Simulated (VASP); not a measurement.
# SiW6 in VASP: a series of runs, part 2 of 2

VASP 6.6.1.

### 3 Single point, PBE+D3(BJ)

INCAR

```
PREC = Accurate ; ENCUT = 520
EDIFF = 1E-6 ; ISMEAR = 0
SIGMA = 0.1 ; LREAL = False
LASPH = True ; NELM = 100
ALGO = Normal ; ISIF = 2
LWAVE = False ; LCHARG = True
LDIPOL = True ; IDIPOL = 3
DIPOL = 0.5 0.5 0.316 ; GGA = PE
IVDW = 12 ; LELF = True
LVHAR = True ; LVACPOTAV = True
NBANDS = 53
```

KPOINTS

```
Automatic mesh
0
Gamma
  6 6 1
```

POSCAR

```
SiW6
1.0
    4.4682526324      0.0000000000      0.0000000000
   -2.2341263162      3.8696202902      0.0000000000
    0.0000000000      0.0000000000     21.7259061349
W Si
6 1
Direct
    0.6666666667      0.3333333333      0.1841119986
    0.3333333333      0.6666666667      0.2260931360
    0.0000000000      0.0000000000      0.2680742733
    0.6666666667      0.3333333333      0.3070897866
    0.3333333333      0.6666666667      0.3466976876
    0.0000000000      0.0000000000      0.3832248047
    0.6666666667      0.2222222222      0.4982948038
```

Potentials or basis: VASP PAW PBE potentials, release 64 (W_sv, Si).

Command:

```sh
cat potpaw_PBE.64/W_sv/POTCAR potpaw_PBE.64/Si/POTCAR > POTCAR
mpirun -np 1 vasp_std > vasp.out
```

OUTCAR:

```text
PREC = Accurate
   ENCUT = 520
   EDIFF = 1E-6
   ISMEAR = 0
   LREAL = False
   LASPH = True
   NELM = 100
   ISIF = 2
   GGA = PE
   IVDW = 12
 IVDW          = 12

 ion  position               nearest neighbor table
   1  0.667  0.333  0.184-   4 2.67   2 2.74   2 2.74   2 2.74   3 3.16   3 3.16   3 3.16
   2  0.333  0.667  0.226-   5 2.62   3 2.74   3 2.74   3 2.74   1 2.74   1 2.74   1 2.74   4 3.12
                             4 3.12   4 3.12
   3  0.000  0.000  0.268-   6 2.50   4 2.72   4 2.72   4 2.72   2 2.74   2 2.74   2 2.74   5 3.09
                             5 3.09   5 3.09   1 3.16   1 3.16   1 3.16
   4  0.667  0.333  0.307-   1 2.67   3 2.72   3 2.72   3 2.72   5 2.72   5 2.72   5 2.72   6 3.06
                             6 3.06   6 3.06   2 3.12   2 3.12   2 3.12
   5  0.333  0.667  0.347-   2 2.62   6 2.70   6 2.70   6 2.70   4 2.72   4 2.72   4 2.72   3 3.09
                             3 3.09   3 3.09
   6  0.000  0.000  0.383-   3 2.50   5 2.70   5 2.70   5 2.70   4 3.06   4 3.06   4 3.06   7 3.31

   7  0.667  0.222  0.498-   6 3.31

  LATTYP: Found a hexagonal cell.
 ALAT       =     4.4682526324
 C/A-ratio  =     4.8622824004

  Lattice vectors:

 A1 = (   4.4682526324,   0.0000000000,   0.0000000000)
 A2 = (  -2.2341263162,   3.8696202902,   0.0000000000)
 A3 = (   0.0000000000,   0.0000000000,  21.7259061349)

[... 198 lines left out ...]
      6     -73.2866      2.00000
[... 1109 lines left out ...]
     52       1.8276      0.00000
     53       2.3029      0.00000

------------------------ aborting loop because EDIFF is reached ----------------------------------------

 Edisp (eV)   -2.88748

 E8    (eV) :    -1.5141

  FORCE on cell =-STRESS in cart. coord.  units (eV):
  Direction    XX          YY          ZZ          XY          YZ          ZX
  --------------------------------------------------------------------------------------
  -------------------------------------------------------------------------------------
  Total      -8.61752    -8.27221    -8.30962     0.08799    -0.66213     0.51228
  in kB     -36.75436   -35.28159   -35.44114     0.37530    -2.82402     2.18493
  external pressure =      -35.83 kB  Pullay stress =        0.00 kB

 VOLUME and BASIS-vectors are now :
 -----------------------------------------------------------------------------
  energy-cutoff  :      520.00
  volume of cell :      375.65
      direct lattice vectors                 reciprocal lattice vectors
     4.468252632  0.000000000  0.000000000     0.223801133  0.129211644  0.000000000
    -2.234126316  3.869620290  0.000000000     0.000000000  0.258423288  0.000000000
     0.000000000  0.000000000 21.725906135     0.000000000  0.000000000  0.046028000

 POSITION                                       TOTAL-FORCE (eV/Angst)
 -----------------------------------------------------------------------------------
      2.23413      1.28987      4.00000         0.031406     -0.107350      2.002522
     -0.00000      2.57975      4.91208         0.018462      0.024367     -0.645929
      0.00000      0.00000      5.82416        -0.096556      0.094135     -1.860397
      2.23413      1.28987      6.67180        -0.014330      0.104097      0.258420
     -0.00000      2.57975      7.53232         0.062563      0.012798      0.937476
      0.00000      0.00000      8.32591        -0.199811      0.122200      1.403558
      2.48236      0.85992     10.82591         0.198266     -0.250247     -2.095650
 -----------------------------------------------------------------------------------
    total drift:                                0.000017     -0.000007     -0.000133

  FREE ENERGIE OF THE ION-ELECTRON SYSTEM (eV)
  ---------------------------------------------------
  free  energy   TOTEN  =       -75.8240893809 eV

  energy  without entropy=      -75.7824994374  energy(sigma->0) =      -75.80329441

 vacuum level on the upper side and lower side of the slab         4.768         4.281
```

OSZICAR:

```text
N       E                     dE             d eps       ncg     rms          rms(c)
DAV:   1     0.987478218673E+03    0.98748E+03   -0.53345E+04  2656   0.150E+03
DAV:   2    -0.305608055735E+02   -0.10180E+04   -0.10014E+04  2425   0.451E+02
DAV:   3    -0.764189143990E+02   -0.45858E+02   -0.44502E+02  2591   0.935E+01
[... 23 lines left out ...]
DAV:  27    -0.729365992866E+02   -0.10887E-04   -0.33553E-06  1672   0.534E-03    0.109E-03
DAV:  28    -0.729366041109E+02   -0.48243E-05   -0.59345E-07  1640   0.268E-03    0.764E-04
DAV:  29    -0.729366061956E+02   -0.20847E-05   -0.15751E-07  1432   0.151E-03    0.427E-04
DAV:  30    -0.729366080697E+02   -0.18740E-05   -0.15812E-07  1480   0.116E-03    0.215E-04
DAV:  31    -0.729366086245E+02   -0.55488E-06   -0.53375E-08  1368   0.689E-04
   1 F= -.75824089E+02 E0= -.75803294E+02  d E =-.415899E-01
```

Wall time 15 min (1 thread of Intel Xeon Platinum 8375C at 2.90GHz (Ice Lake), shared host); peak memory 0.67 GiB.

Results:

```yaml
Free_energy: -75.8241 eV
Largest_force: 2.120 eV/Å
Band_gap_on_the_k_mesh: zero (band 44 reaches 0.37 eV, above the bottom of band 45 at 0.34 eV)
Dispersion_energy_per_atom: -0.412 eV
```

Forces on the atoms (eV/Å):
```
W    0.031 -0.107  2.003
W    0.018  0.024 -0.646
W   -0.097  0.094 -1.860
W   -0.014  0.104  0.258
W    0.063  0.013  0.937
W   -0.200  0.122  1.404
Si   0.198 -0.250 -2.096
```

Levels at points of the mesh, in eV from the Fermi level:
```
           k point  band 41  band 42  band 43  band 44  band 45  band 46  band 47  band 48
(0.00, 0.00, 0.00)    -1.09    -1.07    -0.80    -0.42     0.88     1.08     1.60     1.62
(0.50, 0.00, 0.00)    -1.11    -0.75    -0.16    -0.02     0.17     0.28     0.72     1.08
(0.00, 0.50, 0.00)    -1.03    -0.70    -0.07     0.01     0.17     0.28     0.60     1.05
(0.50, 0.50, 0.00)    -1.18    -0.77    -0.20     0.02     0.13     0.24     0.70     1.10
```

Caveat: spin-orbit coupling is left out, which moves the levels of the heavy elements.

### 4 Single point, PBE+D3(BJ)

INCAR

```
PREC = Accurate
ENCUT = 520
EDIFF = 1E-6
ISMEAR = 0
SIGMA = 0.1
LREAL = False
LASPH = True
NELM = 100
ALGO = Normal
ISIF = 2
LWAVE = False
LCHARG = False
LDIPOL = True
IDIPOL = 3
DIPOL = 0.5 0.5 0.316
GGA = PE
IVDW = 12
NBANDS = 53
```

KPOINTS

```
regular mesh
0
Gamma
  6 6 1
```

POSCAR: that of step 3 with these lines changed.

```diff
@@ -14,2 +14,2 @@
     0.0000000000      0.0000000000      0.3832248047
-    0.6666666667      0.2222222222      0.4982948038
+    0.2222222222      0.8888888889      0.4982948038
```

Command:

```sh
cat potpaw_PBE.64/W_sv/POTCAR potpaw_PBE.64/Si/POTCAR > POTCAR
mpirun -np 1 vasp_std > vasp.out
```

Run time: 12 min. Hardware: 1 thread of Intel Xeon Platinum 8375C at 2.90GHz (Ice Lake), shared host; peak memory 0.66 GiB.

It converged, with:

```
Free energy                : -76.2221 eV
Largest force              : 2.105 eV/Å
Band gap on the k mesh     : zero (band 44 reaches 0.33 eV, above the bottom of band 45 at -0.06 eV)
Dispersion energy per atom : -0.408 eV
```

Forces on the atoms (eV/Å):
```
W    0.080 -0.071  2.102
W   -0.077  0.025 -0.725
W    0.152 -0.023 -2.052
W   -0.237  0.177 -0.321
W   -0.355  0.192  1.003
W    0.508 -0.277  2.011
Si  -0.071 -0.024 -2.019
```

Levels at points of the mesh, in eV from the Fermi level:
```csv
k point,band 40,band 41,band 42,band 43,band 44,band 45,band 46,band 47,band 48,band 49
"(0.00, 0.00, 0.00)",-1.24,-1.13,-1.08,-0.99,-0.44,0.76,1.23,1.52,1.61,1.62
"(0.50, 0.00, 0.00)",-1.36,-0.96,-0.72,-0.30,0.08,0.24,0.35,0.72,0.96,1.35
"(0.00, 0.50, 0.00)",-1.35,-0.96,-0.70,-0.25,0.08,0.27,0.45,0.65,1.08,1.26
"(0.50, 0.50, 0.00)",-1.34,-1.28,-0.77,-0.29,0.02,0.11,0.26,0.65,1.31,1.52
```

Caveat: spin-orbit coupling is left out, which moves the levels of the heavy elements.
